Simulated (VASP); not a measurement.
# Hf (P6_3/mmc) in VASP: further runs

Hf is run at these levels: r2SCAN; tasks: single point.

All numbers are computed with VASP 6.6.1; they aren't measurements. Logs are shortened: lines on timing, memory, paths and dates and some standing lists are left out, and cuts for length are marked.

## Step 1: The cell of the first run

The structure is hexagonal, space group P6_3/mmc (No. 194). Conventional cell: a = 3.230 Å, b = 3.230 Å, c = 5.096 Å, α = 90.00°, β = 90.00°, γ = 120.00°. Within 4.2 Å of Hf (site symmetry -6m2) lie 12 Hf at 3.16 to 3.23 Å.

## Step 2: Single point, r2SCAN (volume scaled by 1.03, then relaxed in part)

The input, POSCAR:

```
Hf
1.0
    3.2297601547      0.0000000000      0.0000000000
   -1.6148800773      2.7970543421      0.0000000000
    0.0000000000      0.0000000000      5.0956835157
Hf
2
Direct
    0.3333333333      0.6666666667      0.2500000000
    0.6666666667      0.3333333333      0.7500000000
```

The input, INCAR.step1:

```
SYSTEM = Hf
  PREC = Accurate
  ENCUT = 520
  ISMEAR = 0
  SIGMA = 0.1
  LREAL = .False.
  LASPH = .True.
  NELM = 80
  NBANDS = 17
  GGA = PE
  ALGO = Normal
  EDIFF = 1E-4
  LWAVE = .True.
  LCHARG = .False.
```

The input, INCAR.step2:

```
SYSTEM = Hf
  PREC = Accurate
  ENCUT = 520
  EDIFF = 1E-6
  ISMEAR = 0
  SIGMA = 0.1
  LREAL = .False.
  LASPH = .True.
  NELM = 80
  ALGO = Normal
  ISIF = 2
  LWAVE = .False.
  LCHARG = .False.
  METAGGA = R2SCAN
  LMIXTAU = .True.
  NBANDS = 17
  ISTART = 1
```

The input, KPOINTS:

```
regular mesh
0
Gamma
  15 15 8
  0 0 0
```

Potentials or basis: VASP PAW PBE potentials, release 64 (Hf_pv).

The run is started by

```console
cat potpaw_PBE.64/Hf_pv/POTCAR > POTCAR
cp INCAR.step1 INCAR
mpirun -np 1 vasp_std > vasp.out
cp INCAR.step2 INCAR
mpirun -np 1 vasp_std > vasp.out
```

OUTCAR:

```text
SYSTEM = Hf
   PREC = Accurate
   ENCUT = 520
   EDIFF = 1E-6
   ISMEAR = 0
   LREAL = .False.
   LASPH = .True.
   NELM = 80
   ISIF = 2
   METAGGA = R2SCAN
   ISTART = 1

 ion  position               nearest neighbor table
   1  0.333  0.667  0.250-   2 3.16   2 3.16   2 3.16   2 3.16   2 3.16   2 3.16
   2  0.667  0.333  0.750-   1 3.16   1 3.16   1 3.16   1 3.16   1 3.16   1 3.16

  LATTYP: Found a hexagonal cell.
 ALAT       =     3.2297601547
 C/A-ratio  =     1.5777281506

  Lattice vectors:

 A1 = (   3.2297601547,   0.0000000000,   0.0000000000)
 A2 = (  -1.6148800773,   2.7970543421,   0.0000000000)
 A3 = (   0.0000000000,   0.0000000000,   5.0956835157)

Analysis of symmetry for initial positions (statically):
=====================================================================
 Subroutine PRICEL returns:
 Original cell was already a primitive cell.

 Routine SETGRP: Setting up the symmetry group for a
 hexagonal supercell.

 Subroutine GETGRP returns: Found 24 space group operations
 (whereof 12 operations were pure point group operations)
 out of a pool of 24 trial point group operations.

The static configuration has the point symmetry D_3d.
 The point group associated with its full space group is D_6h.

Analysis of symmetry for dynamics (positions and initial velocities):
=====================================================================
 Subroutine PRICEL returns:
 Original cell was already a primitive cell.

 Routine SETGRP: Setting up the symmetry group for a
 hexagonal supercell.

 Subroutine GETGRP returns: Found 24 space group operations
 (whereof 12 operations were pure point group operations)
 out of a pool of 24 trial point group operations.

The dynamic configuration has the point symmetry D_3d.
 The point group associated with its full space group is D_6h.

 Subroutine INISYM returns: Found 24 space group operations
 (whereof 12 operations are pure point group operations),
 and found     1 'primitive' translations

----------------------------------------------------------------------------------------

                                     Primitive cell

  volume of cell :      46.0335

  direct lattice vectors                    reciprocal lattice vectors
     3.229760155  0.000000000  0.000000000     0.309620514  0.178759487  0.000000000
    -1.614880077  2.797054342  0.000000000     0.000000000  0.357518974  0.000000000
     0.000000000  0.000000000  5.095683516     0.000000000  0.000000000  0.196244527

  length of vectors
     3.229760155  3.229760155  5.095683516     0.357518974  0.357518974  0.196244527

  position of ions in fractional coordinates (direct lattice)
     0.333333333  0.666666667  0.250000000
     0.666666667  0.333333333  0.750000000

  ion indices of the primitive-cell ions
   primitive index   ion index
                 1           1
                 2           2

----------------------------------------------------------------------------------------

 KPOINTS: regular mesh

Automatic generation of k-mesh.
 Grid dimensions read from file:
 generate k-points for:   15   15    8

 Generating k-lattice:

  Cartesian coordinates                     Fractional coordinates (reciprocal lattice)
     0.020641368  0.011917299  0.000000000     0.066666667 -0.000000000  0.000000000
     0.000000000  0.023834598  0.000000000     0.000000000  0.066666667  0.000000000
     0.000000000  0.000000000  0.024530566     0.000000000  0.000000000  0.125000000

  Length of vectors
     0.023834598  0.023834598  0.024530566

  Shift w.r.t. Gamma in fractional coordinates (k-lattice)
     0.000000000  0.000000000  0.000000000

 Subroutine IBZKPT returns following result:
 ===========================================

 Found    135 irreducible k-points:

 Following reciprocal coordinates:
            Coordinates               Weight
  0.000000  0.000000  0.000000      1.000000
  0.066667  0.000000  0.000000      6.000000
  0.133333  0.000000  0.000000      6.000000
  0.200000  0.000000  0.000000      6.000000
  0.266667  0.000000  0.000000      6.000000
  0.333333  0.000000  0.000000      6.000000
[... 16 lines left out ...]
  0.333333  0.200000  0.000000     12.000000
  0.400000  0.200000  0.000000      6.000000
 [... further k-points ...]
   k-points           NKPTS =    135   k-points in BZ     NKDIM =    135   number of bands    NBANDS=     17
   number of dos      NEDOS =    301   number of ions     NIONS =      2
   total plane-waves  NPLWV =  23040
   dimension x,y,z NGX =    24 NGY =   24 NGZ =   40
   dimension x,y,z NGXF=    48 NGYF=   48 NGZF=   80
   ions per type =               2
   NGX,Y,Z   is equivalent  to a cutoff of  12.35, 12.35, 13.05 a.u.
   NGXF,Y,Z  is equivalent  to a cutoff of  24.71, 24.71, 26.10 a.u.
 SYSTEM =  Hf
   PREC   = accura    normal or accurate (medium, high low for compatibility)
   ISTART =      1    job   : 0-new  1-cont  2-samecut
   ICHARG =      0    charge: 1-file 2-atom 10-const
   ISPIN  =      1    spin polarized calculation?
   LNONCOLLINEAR =      F non collinear calculations
   LSORBIT =      F    spin-orbit coupling
   LASPH  =      T    aspherical Exc in radial PAW
   ENCUT  =  520.0 eV  38.22 Ry    6.18 a.u.   6.01  6.01  9.47*2*pi/ulx,y,z
   NELM   =     80;   NELMIN=  2; NELMDL=  0     # of ELM steps
   EDIFF  = 0.1E-05   stopping-criterion for ELM
   LREAL  =      F    real-space projection
   EDIFFG = 0.1E-04   stopping-criterion for IOM
   NSW    =      0    number of steps for IOM
   IBRION =     -1    ionic relax: 0-MD 1-quasi-New 2-CG
   NFREE  =      0    steps in history (QN), initial steepest desc. (CG)
   ISIF   =      2    stress and relaxation
   ISYM   =      2    0-nonsym 1-usesym 2-fastsym
   POTIM  = 0.5000    time-step for ionic-motion
   TEBEG  =    0.0;   TEEND  =   0.0 temperature during run
   PSTRESS=    0.0 pullay stress
   NELECT =      20.0000    total number of electrons
   NUPDOWN=      -1.0000    fix difference up-down
   EMIN   =  10.00;   EMAX   =-10.00  energy-range for DOS
   EFERMI =   0.00;   METHOD = LEGACY
   ISMEAR =     0;   SIGMA  =   0.10  broadening in eV -4-tet -1-fermi 0-gaus
   EFERMI_NEDOS =   21; number of points for ismear=-14 and -15
   IALGO  =     38    algorithm
   IMIX   =      4    mixing-type and parameters
     AMIX     =   0.40;   BMIX     =  1.00
     AMIX_MAG =   1.60;   BMIX_MAG =  1.00
  volume/ion in A,a.u.               =      23.02       155.32
  Fermi-wavevector in a.u.,A,eV,Ry     =   1.239920  2.343109 20.917615  1.537401
  Thomas-Fermi vector in A             =   2.374383
   LORBIT       =      0    0 simple, 1 ext, 2 COOP (PROOUT), +10 PAW based schemes
   METAGGA = R2SCAN    functional components
   LHFCALC =     F    Hartree Fock is set to
   AEXX    =    0.0000 exact exchange contribution
   IVDW    =     0    specifies the selected vdW correction
   LEPSILON=     F    determine dielectric tensor
   LRPA    =     F    only Hartree local field effects (RPA)
 non-spin polarized calculation
 Gauss-broadening in eV      SIGMA  =   0.10
  energy-cutoff  :      520.00
  volume of cell :       46.03
 maximum number of plane-waves:      1266
   NGX = 13   NGY = 13   NGZ = 19

 number of electron      20.0000006 magnetization

 Free energy of the ion-electron system (eV)
  ---------------------------------------------------
  ext. energy  EPLUGINS =         0.00000000
  ---------------------------------------------------
  free energy    TOTEN  =       -90.28835344 eV

  energy without entropy =      -90.28172263  energy(sigma->0) =      -90.28503803

 E-fermi :   4.6569     XC(G=0): -12.0119

 val. band max:        4.6548134370   @ k =   0.3333   0.3333   0.2500
 cond. band min:       4.6622273930   @ k =   0.3333   0.2667   0.2500
 fundamental gap:      0.0074139561
 Fermi energy:         4.6569182222

 k-point     1 :       0.0000    0.0000    0.0000
  band No.  band energies     occupation
      1     -27.6438      2.00000
      2     -26.9443      2.00000
      3     -26.9443      2.00000
      4     -26.8268      2.00000
      5     -26.8247      2.00000
      6     -26.8247      2.00000
[... 9 lines left out ...]
     16       7.4787      0.00000
     17      10.1391      0.00000

 k-point     2 :       0.0667    0.0000    0.0000
  band No.  band energies     occupation
      1     -27.6329      2.00000
      2     -26.9671      2.00000
      3     -26.9520      2.00000
      4     -26.8488      2.00000
      5     -26.8318      2.00000
      6     -26.8277      2.00000
[... 9 lines left out ...]
     16       7.3458      0.00000
     17      10.2451      0.00000

 k-point     3 :       0.1333    0.0000    0.0000
  band No.  band energies     occupation
      1     -27.6011      2.00000
      2     -27.0317      2.00000
      3     -26.9734      2.00000
      4     -26.9159      2.00000
      5     -26.8468      2.00000
      6     -26.8366      2.00000
[... 9 lines left out ...]
     16       7.2721      0.00000
     17      10.4894      0.00000

 k-point     4 :       0.2000    0.0000    0.0000
  band No.  band energies     occupation
      1     -27.5512      2.00000
      2     -27.1272      2.00000
      3     -27.0118      2.00000
      4     -27.0038      2.00000
      5     -26.8719      2.00000
      6     -26.8505      2.00000
[... 9 lines left out ...]
     16       7.8363      0.00000
     17      10.7543      0.00000
[... 343 lines left out ...]
      1     -27.3549      2.00000
      2     -27.3328      2.00000
      3     -27.2910      2.00000
      4     -27.1233      2.00000
      5     -27.0072      2.00000
      6     -26.9917      2.00000
[... 9 lines left out ...]
     16      10.7752      0.00000
     17      11.0110      0.00000

 k-point    23 :       0.3333    0.2000    0.0000
  band No.  band energies     occupation
      1     -27.4028      2.00000
      2     -27.2915      2.00000
      3     -27.2721      2.00000
      4     -27.1755      2.00000
      5     -27.0540      2.00000
      6     -27.0163      2.00000
[... 9 lines left out ...]
     16      10.7601      0.00000
     17      11.5884      0.00000

 k-point    24 :       0.4000    0.2000    0.0000
  band No.  band energies     occupation
      1     -27.4195      2.00000
      2     -27.2851      2.00000
      3     -27.2427      2.00000
      4     -27.2009      2.00000
      5     -27.0786      2.00000
      6     -27.0246      2.00000
[... 9 lines left out ...]
     16      10.7539      0.00000
     17      11.1854      0.00000

 [... further k-points ...]

------------------------ aborting loop because EDIFF is reached ----------------------------------------

  FORCE on cell =-STRESS in cart. coord.  units (eV):
  Direction    XX          YY          ZZ          XY          YZ          ZX
  --------------------------------------------------------------------------------------
  -------------------------------------------------------------------------------------
  Total       -1.0538931     -1.0538931     -1.0614208     -0.0000000     -0.0000000     -0.0000000
  in kB      -36.6803531    -36.6803531    -36.9423530     -0.0000000     -0.0000000     -0.0000000
  external PRESSURE =     -36.7676864 kB  Pullay stress =       0.0000000 kB

 VOLUME and BASIS-vectors are now :
 -----------------------------------------------------------------------------
  energy-cutoff  :      520.00
  volume of cell :       46.03
      direct lattice vectors                 reciprocal lattice vectors
     3.229760155  0.000000000  0.000000000     0.309620514  0.178759487  0.000000000
    -1.614880077  2.797054342  0.000000000     0.000000000  0.357518974  0.000000000
     0.000000000  0.000000000  5.095683516     0.000000000  0.000000000  0.196244527

 POSITION                                       TOTAL-FORCE (eV/Angst)
 -----------------------------------------------------------------------------------
     -0.00000      1.86470      1.27392        -0.000000      0.000000      0.000000
      1.61488      0.93235      3.82176         0.000000     -0.000000      0.000000
 -----------------------------------------------------------------------------------
    total drift:                               -0.000000      0.000000     -0.000000

  FREE ENERGIE OF THE ION-ELECTRON SYSTEM (eV)
  ---------------------------------------------------
  free  energy   TOTEN  =       -90.2883534367 eV

  energy  without entropy=      -90.2817226297  energy(sigma->0) =      -90.28503803
```

Run time: 2.7 min. Hardware: 1 thread of Intel Xeon 6975P-C, shared host; peak memory 0.23 GiB.

What came out:

```yaml
Free_energy: -90.2884 eV
Pressure: -3.7 GPa
Band_gap_on_the_k_mesh: zero (band 10 reaches 5.96 eV, above the bottom of band 11 at 4.23 eV)
```

Caveat: the PAW data sets were made with another functional, which shifts forces and pressure a little; spin-orbit coupling is left out, which moves the levels of the heavy elements.

[end of part 1 of 2]
